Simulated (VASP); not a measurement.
# GaN (Fm-3m) in VASP: further runs

The runs below take GaN through single point, with PBE0.

Program: VASP 6.6.1. These are calculated values, not measurements. Logs are shortened: lines on timing, memory, paths and dates and some standing lists are left out, and cuts for length are marked.

### Step 1. The cell of the first run

It takes space group Fm-3m (No. 225, cubic). The conventional cell has a = 4.327 Å, b = 4.327 Å, c = 4.327 Å, α = 90.00°, β = 90.00°, γ = 90.00°. Within 2.9 Å of Ga (site symmetry m-3m) lie 6 N at 2.16 Å. N (site symmetry m-3m) has 6 Ga at 2.16 Å within 2.9 Å.

### Step 2. Single point, PBE0

POSCAR

```
GaN
1.0
    0.0000000000      2.1633334196      2.1633334196
    2.1633334196      0.0000000000      2.1633334196
    2.1633334196      2.1633334196      0.0000000000
Ga N
1 1
Direct
    0.0000000000      0.0000000000      0.0000000000
    0.5000000000      0.5000000000      0.5000000000
```

INCAR.step1

```
  PREC = Accurate
  ENCUT = 520
  EDIFF = 1E-5
  ISMEAR = -1
  SIGMA = 0.05
  LREAL = F
  LASPH = T
  NELM = 60
  ALGO = Normal
  ISIF = 2
  LWAVE = T
  LCHARG = F
  GGA = PE
  NBANDS = 16
```

INCAR.step2

```
  PREC = Accurate
  ENCUT = 520
  EDIFF = 1E-6
  ISMEAR = -1
  SIGMA = 0.05
  LREAL = F
  LASPH = T
  NELM = 60
  ALGO = Normal
  ISIF = 2
  LWAVE = F
  LCHARG = F
  GGA = PE
  LHFCALC = T
  AEXX = 0.25
  PRECFOCK = Normal
  ISTART = 1
  NBANDS = 16
```

KPOINTS

```
Automatic mesh
0
Gamma
  6 6 6
```

Potentials or basis: VASP PAW PBE potentials, release 64 (Ga_d, N).

Launch:

```bash
$ cat potpaw_PBE.64/Ga_d/POTCAR potpaw_PBE.64/N/POTCAR > POTCAR
$ cp INCAR.step1 INCAR
$ mpirun -np 1 vasp_std > vasp.out
$ cp INCAR.step2 INCAR
$ mpirun -np 1 vasp_std > vasp.out
```

OUTCAR:

```text
PREC = Accurate
   ENCUT = 520
   EDIFF = 1E-6
   ISMEAR = -1
   LREAL = F
   LASPH = T
   NELM = 60
   ISIF = 2
   GGA = PE
   LHFCALC = T
   AEXX = 0.25
   PRECFOCK = Normal
   ISTART = 1

 ion  position               nearest neighbor table
   1  0.000  0.000  0.000-   2 2.16   2 2.16   2 2.16   2 2.16   2 2.16   2 2.16
   2  0.500  0.500  0.500-   1 2.16   1 2.16   1 2.16   1 2.16   1 2.16   1 2.16

  LATTYP: Found a face centered cubic cell.
 ALAT       =     4.3266668392

  Lattice vectors:

 A1 = (   0.0000000000,   2.1633334196,   2.1633334196)
 A2 = (   2.1633334196,   0.0000000000,   2.1633334196)
 A3 = (   2.1633334196,   2.1633334196,   0.0000000000)

Analysis of symmetry for initial positions (statically):
=====================================================================
 Subroutine PRICEL returns:
 Original cell was already a primitive cell.

 Routine SETGRP: Setting up the symmetry group for a
 face centered cubic supercell.

 Subroutine GETGRP returns: Found 48 space group operations
 (whereof 48 operations were pure point group operations)
 out of a pool of 48 trial point group operations.

The static configuration has the point symmetry O_h .

Analysis of symmetry for dynamics (positions and initial velocities):
=====================================================================
 Subroutine PRICEL returns:
 Original cell was already a primitive cell.

 Routine SETGRP: Setting up the symmetry group for a
 face centered cubic supercell.

 Subroutine GETGRP returns: Found 48 space group operations
 (whereof 48 operations were pure point group operations)
 out of a pool of 48 trial point group operations.

The dynamic configuration has the point symmetry O_h .

 Subroutine INISYM returns: Found 48 space group operations
 (whereof 48 operations are pure point group operations),
 and found     1 'primitive' translations

----------------------------------------------------------------------------------------

                                     Primitive cell

  volume of cell :      20.2489

  direct lattice vectors                    reciprocal lattice vectors
     0.000000000  2.163333420  2.163333420    -0.231124798  0.231124798  0.231124798
[... 78 lines left out ...]
   LREAL  =      F    real-space projection
   EDIFFG = 0.1E-04   stopping-criterion for IOM
   NSW    =      0    number of steps for IOM
   IBRION =     -1    ionic relax: 0-MD 1-quasi-New 2-CG
   NFREE  =      0    steps in history (QN), initial steepest desc. (CG)
   ISIF   =      2    stress and relaxation
   ISYM   =      3    0-nonsym 1-usesym 2-fastsym
   POTIM  = 0.5000    time-step for ionic-motion
   TEBEG  =    0.0;   TEEND  =   0.0 temperature during run
   PSTRESS=    0.0 pullay stress
   NELECT =      18.0000    total number of electrons
   NUPDOWN=      -1.0000    fix difference up-down
   EMIN   =  10.00;   EMAX   =-10.00  energy-range for DOS
   EFERMI =   0.00;   METHOD = LEGACY
   ISMEAR =    -1;   SIGMA  =   0.05  broadening in eV -4-tet -1-fermi 0-gaus
   EFERMI_NEDOS =   21; number of points for ismear=-14 and -15
   IALGO  =     38    algorithm
   IMIX   =      1    mixing-type and parameters
     AMIX     =   0.40;   BMIX     =  1.00
     AMIX_MAG =   1.60;   BMIX_MAG =  1.00
  volume/ion in A,a.u.               =      10.12        68.32
  Fermi-wavevector in a.u.,A,eV,Ry     =   1.574100  2.974617 33.712373  2.477790
  Thomas-Fermi vector in A             =   2.675285
   LORBIT       =      0    0 simple, 1 ext, 2 COOP (PROOUT), +10 PAW based schemes
   GGA     = PE    functional components
   LHFCALC =     T    Hartree Fock is set to
   PRECFOCK=normal    Normal, Fast or Accurate (Low or Medium for compatibility)
   ENCUT4O =  -1.0   cutoff for four orbital integrals eV
   NKREDX  =     1    reduce k-point grid by
   NKREDY  =     1    reduce k-point grid by
   NKREDZ  =     1    reduce k-point grid by
   AEXX    =    0.2500 exact exchange contribution
   HFSCREEN=    0.0000 screening length (either q_TF or 0.3 A-1)
   HFSCREENC=   0.0000 screening length for correlation (either q_TF or 0.3 A-1)
   ENCUTFOCK=  -1.0 apply spherical cutoff to Coloumb kernel
   IVDW    =     0    specifies the selected vdW correction
   LEPSILON=     F    determine dielectric tensor
   LRPA    =     F    only Hartree local field effects (RPA)
 non-spin polarized calculation
  energy-cutoff  :      520.00
  volume of cell :       20.25
 maximum number of plane-waves:       556
  NGX = 18; NGY = 18; NGZ = 18

 number of electron      17.9999989 magnetization

 Free energy of the ion-electron system (eV)
  ---------------------------------------------------
  ext. energy  EPLUGINS =         0.00000000
  ---------------------------------------------------
  free energy    TOTEN  =       -14.61583741 eV

  energy without entropy =      -14.61583741  energy(sigma->0) =      -14.61583741

 E-fermi :   7.0108     XC(G=0):  -9.9450

 val. band max:        5.9677346636   @ k =  -0.1667   0.1667   0.0000
 cond. band min:       8.0038339654   @ k =   0.5000   0.5000   0.0000
 fundamental gap:      2.0360993018
 Fermi energy:         7.0107769794

 k-point     1 :       0.0000    0.0000    0.0000
  band No.  band energies     occupation
      1     -12.3401      2.00000
      2     -10.4451      2.00000
      3     -10.4451      2.00000
      4     -10.4451      2.00000
      5     -10.4166      2.00000
      6     -10.4166      2.00000
[... 281 lines left out ...]
      3     -10.4233      2.00000
      4     -10.3342      2.00000
      5     -10.2264      2.00000
      6      -6.9941      2.00000
[... 8 lines left out ...]
     15      29.4714      0.00000
     16      34.9730      0.00000

------------------------ aborting loop because EDIFF is reached ----------------------------------------

  FORCE on cell =-STRESS in cart. coord.  units (eV):
  Direction    XX          YY          ZZ          XY          YZ          ZX
  --------------------------------------------------------------------------------------
  -------------------------------------------------------------------------------------
  Total       -2.1240491     -2.1240491     -2.1240491     -0.0000000      0.0000000      0.0000000
  in kB     -168.0640217   -168.0640217   -168.0640217     -0.0000000      0.0000000      0.0000000
  external PRESSURE =    -168.0640217 kB  Pullay stress =       0.0000000 kB

 VOLUME and BASIS-vectors are now :
 -----------------------------------------------------------------------------
  energy-cutoff  :      520.00
  volume of cell :       20.25
      direct lattice vectors                 reciprocal lattice vectors
     0.000000000  2.163333420  2.163333420    -0.231124798  0.231124798  0.231124798
     2.163333420  0.000000000  2.163333420     0.231124798 -0.231124798  0.231124798
     2.163333420  2.163333420  0.000000000     0.231124798  0.231124798 -0.231124798

 POSITION                                       TOTAL-FORCE (eV/Angst)
 -----------------------------------------------------------------------------------
      0.00000      0.00000      0.00000         0.000000      0.000000      0.000000
      2.16333      2.16333      2.16333        -0.000000     -0.000000     -0.000000
 -----------------------------------------------------------------------------------
    total drift:                                0.000000     -0.000000     -0.000000

  FREE ENERGIE OF THE ION-ELECTRON SYSTEM (eV)
  ---------------------------------------------------
  free  energy   TOTEN  =       -14.6158374093 eV

  energy  without entropy=      -14.6158374091  energy(sigma->0) =      -14.61583741
```

OSZICAR.step1:

```text
N       E                     dE             d eps       ncg     rms          rms(c)
DAV:   1     0.774139829141E+02    0.77414E+02   -0.92813E+03   600   0.202E+03
DAV:   2    -0.783263882586E+01   -0.85247E+02   -0.78878E+02   576   0.333E+02
DAV:   3    -0.128881823653E+02   -0.50555E+01   -0.50334E+01   544   0.674E+01
DAV:   4    -0.129367827384E+02   -0.48600E-01   -0.48594E-01   680   0.703E+00
DAV:   5    -0.129372495276E+02   -0.46679E-03   -0.46679E-03   568   0.624E-01    0.716E+00
DAV:   6    -0.112047232032E+02    0.17325E+01   -0.45634E+00   736   0.376E+01    0.239E+00
DAV:   7    -0.111919625467E+02    0.12761E-01   -0.19691E-01   576   0.538E+00    0.156E+00
DAV:   8    -0.111786266002E+02    0.13336E-01   -0.41897E-02   576   0.207E+00    0.639E-01
DAV:   9    -0.111765230983E+02    0.21035E-02   -0.50008E-03   616   0.124E+00    0.157E-01
DAV:  10    -0.111766930447E+02   -0.16995E-03   -0.71928E-04   624   0.330E-01    0.892E-02
DAV:  11    -0.111766275591E+02    0.65486E-04   -0.16015E-04   704   0.216E-01    0.973E-03
DAV:  12    -0.111766286353E+02   -0.10762E-05   -0.96811E-06   344   0.536E-02
   1 F= -.11176629E+02 E0= -.11175340E+02  d E =-.257728E-02
```

It took 17 min on 1 thread of AMD EPYC 9R45 (Zen 5), shared host; peak memory 0.12 GiB.

What came out:

- Free energy: -14.6158 eV
- Pressure: -16.8 GPa
- Band gap on the k mesh: 2.04 eV, indirect (least direct gap 3.82 eV)

Caveat: the PAW data sets were made with another functional, which shifts forces and pressure a little.

### Step 3. Single point, PBE0

This run uses another cell than the first one, of 10.32 Å³/atom, 1.019 times its volume.

POSCAR

```
GaN
1.0
    0.0000000000      2.1771129849      2.1771129849
    2.1771129849      0.0000000000      2.1771129849
    2.1771129849      2.1771129849      0.0000000000
Ga N
1 1
Direct
    0.0000000000      0.0000000000      0.0000000000
    0.5000000000      0.5000000000      0.5000000000
```

INCAR.step1, as its differences from that of step 2:

```diff
@@ -11,4 +11,3 @@
   LWAVE = T
-  LCHARG = F
+  NBANDS = 16
   GGA = PE
-  NBANDS = 16
```

INCAR.step2, as its differences from that of step 2:

```diff
@@ -11,3 +11,3 @@
   LWAVE = F
-  LCHARG = F
+  LCHARG = T
   GGA = PE
@@ -16,3 +16,5 @@
   PRECFOCK = Normal
+  LELF = T
+  LVHAR = T
+  NBANDS = 16
   ISTART = 1
-  NBANDS = 16
```

KPOINTS is that of step 2.

Potentials or basis: VASP PAW PBE potentials, release 64 (Ga_d, N).

Launch:

```bash
$ cat potpaw_PBE.64/Ga_d/POTCAR potpaw_PBE.64/N/POTCAR > POTCAR
$ cp INCAR.step1 INCAR
$ mpirun -np 1 vasp_std > vasp.out
$ cp INCAR.step2 INCAR
$ mpirun -np 1 vasp_std > vasp.out
```

OUTCAR:

```text
PREC = Accurate
   ENCUT = 520
   EDIFF = 1E-6
   ISMEAR = -1
   LREAL = F
   LASPH = T
   NELM = 60
   ISIF = 2
   GGA = PE
   LHFCALC = T
   AEXX = 0.25
   PRECFOCK = Normal
   ISTART = 1

 ion  position               nearest neighbor table
   1  0.000  0.000  0.000-   2 2.18   2 2.18   2 2.18   2 2.18   2 2.18   2 2.18
   2  0.500  0.500  0.500-   1 2.18   1 2.18   1 2.18   1 2.18   1 2.18   1 2.18

  LATTYP: Found a face centered cubic cell.
 ALAT       =     4.3542259698

  Lattice vectors:

 A1 = (   0.0000000000,   2.1771129849,   2.1771129849)
 A2 = (   2.1771129849,   0.0000000000,   2.1771129849)
 A3 = (   2.1771129849,   2.1771129849,   0.0000000000)

Analysis of symmetry for initial positions (statically):
=====================================================================
 Subroutine PRICEL returns:
 Original cell was already a primitive cell.

 Routine SETGRP: Setting up the symmetry group for a
 face centered cubic supercell.

 Subroutine GETGRP returns: Found 48 space group operations
 (whereof 48 operations were pure point group operations)
 out of a pool of 48 trial point group operations.

The static configuration has the point symmetry O_h .

Analysis of symmetry for dynamics (positions and initial velocities):
=====================================================================
 Subroutine PRICEL returns:
 Original cell was already a primitive cell.

 Routine SETGRP: Setting up the symmetry group for a
 face centered cubic supercell.

 Subroutine GETGRP returns: Found 48 space group operations
 (whereof 48 operations were pure point group operations)
 out of a pool of 48 trial point group operations.

The dynamic configuration has the point symmetry O_h .
[... 110 lines left out ...]
     AMIX_MAG =   1.60;   BMIX_MAG =  1.00
  volume/ion in A,a.u.               =      10.32        69.64
  Fermi-wavevector in a.u.,A,eV,Ry     =   1.564137  2.955790 33.286974  2.446524
  Thomas-Fermi vector in A             =   2.666805
   LORBIT       =      0    0 simple, 1 ext, 2 COOP (PROOUT), +10 PAW based schemes
   GGA     = PE    functional components
   LHFCALC =     T    Hartree Fock is set to
   PRECFOCK=normal    Normal, Fast or Accurate (Low or Medium for compatibility)
   ENCUT4O =  -1.0   cutoff for four orbital integrals eV
   NKREDX  =     1    reduce k-point grid by
   NKREDY  =     1    reduce k-point grid by
   NKREDZ  =     1    reduce k-point grid by
   AEXX    =    0.2500 exact exchange contribution
   HFSCREEN=    0.0000 screening length (either q_TF or 0.3 A-1)
   HFSCREENC=   0.0000 screening length for correlation (either q_TF or 0.3 A-1)
   ENCUTFOCK=  -1.0 apply spherical cutoff to Coloumb kernel
   IVDW    =     0    specifies the selected vdW correction
   LEPSILON=     F    determine dielectric tensor
   LRPA    =     F    only Hartree local field effects (RPA)
 non-spin polarized calculation
  energy-cutoff  :      520.00
  volume of cell :       20.64
 maximum number of plane-waves:       568
  NGX = 18; NGY = 18; NGZ = 18

 number of electron      17.9999988 magnetization

 Free energy of the ion-electron system (eV)
  ---------------------------------------------------
  ext. energy  EPLUGINS =         0.00000000
  ---------------------------------------------------
  free energy    TOTEN  =       -14.57123567 eV

  energy without entropy =      -14.57123567  energy(sigma->0) =      -14.57123567

 E-fermi :   6.7412     XC(G=0):  -9.8651

 val. band max:        5.7602098317   @ k =  -0.1667   0.1667   0.0000
 cond. band min:       7.6572158753   @ k =   0.5000   0.5000   0.0000
 fundamental gap:      1.8970060436
 Fermi energy:         6.7412213749

 k-point     1 :       0.0000    0.0000    0.0000
  band No.  band energies     occupation
      1     -12.3732      2.00000
      2     -10.6856      2.00000
      3     -10.6856      2.00000
      4     -10.6856      2.00000
      5     -10.6588      2.00000
      6     -10.6588      2.00000
[... 281 lines left out ...]
      3     -10.6639      2.00000
      4     -10.5795      2.00000
      5     -10.4787      2.00000
      6      -7.2300      2.00000
[... 8 lines left out ...]
     15      29.0139      0.00000
     16      34.3613      0.00000

------------------------ aborting loop because EDIFF is reached ----------------------------------------

  FORCE on cell =-STRESS in cart. coord.  units (eV):
  Direction    XX          YY          ZZ          XY          YZ          ZX
  --------------------------------------------------------------------------------------
  -------------------------------------------------------------------------------------
  Total       -2.5693483     -2.5693483     -2.5693483      0.0000000      0.0000000      0.0000000
  in kB     -199.4622266   -199.4622266   -199.4622266      0.0000000      0.0000000      0.0000000
  external PRESSURE =    -199.4622266 kB  Pullay stress =       0.0000000 kB

 VOLUME and BASIS-vectors are now :
 -----------------------------------------------------------------------------
  energy-cutoff  :      520.00
  volume of cell :       20.64
      direct lattice vectors                 reciprocal lattice vectors
     0.000000000  2.177112985  2.177112985    -0.229661944  0.229661944  0.229661944
     2.177112985  0.000000000  2.177112985     0.229661944 -0.229661944  0.229661944
     2.177112985  2.177112985  0.000000000     0.229661944  0.229661944 -0.229661944

 POSITION                                       TOTAL-FORCE (eV/Angst)
 -----------------------------------------------------------------------------------
      0.00000      0.00000      0.00000         0.000000      0.000000     -0.000000
      2.17711      2.17711      2.17711        -0.000000     -0.000000      0.000000
 -----------------------------------------------------------------------------------
    total drift:                               -0.000000     -0.000000     -0.000000

  FREE ENERGIE OF THE ION-ELECTRON SYSTEM (eV)
  ---------------------------------------------------
  free  energy   TOTEN  =       -14.5712356697 eV

  energy  without entropy=      -14.5712356691  energy(sigma->0) =      -14.57123567
```

Run time: 18 min. Hardware: 1 thread of AMD EPYC 9R45 (Zen 5), shared host; peak memory 0.12 GiB.

Results:

| Property | Result |
| --- | --- |
| Free energy | -14.5712 eV |
| Pressure | -19.9 GPa |
| Band gap on the k mesh | 1.90 eV, indirect (least direct gap 3.56 eV) |

Levels at points of the mesh, in eV from the valence-band top:
```
           k point  band 5  band 6  band 7  band 8  band 9  band 10  band 11  band 12  band 13  band 14
(0.00, 0.00, 0.00)  -16.42  -16.42   -0.45   -0.45   -0.45     3.12    16.31    16.31    16.31    17.31
(0.50, 0.00, 0.00)  -16.29  -15.21   -8.50   -0.23   -0.23     6.21    10.76    10.76    11.01    17.87
(0.50, 0.50, 0.00)  -16.24  -12.86   -7.09   -2.98   -2.98     1.90     9.53    13.77    16.19    16.19
```

Caveat: the PAW data sets were made with another functional, which shifts forces and pressure a little.
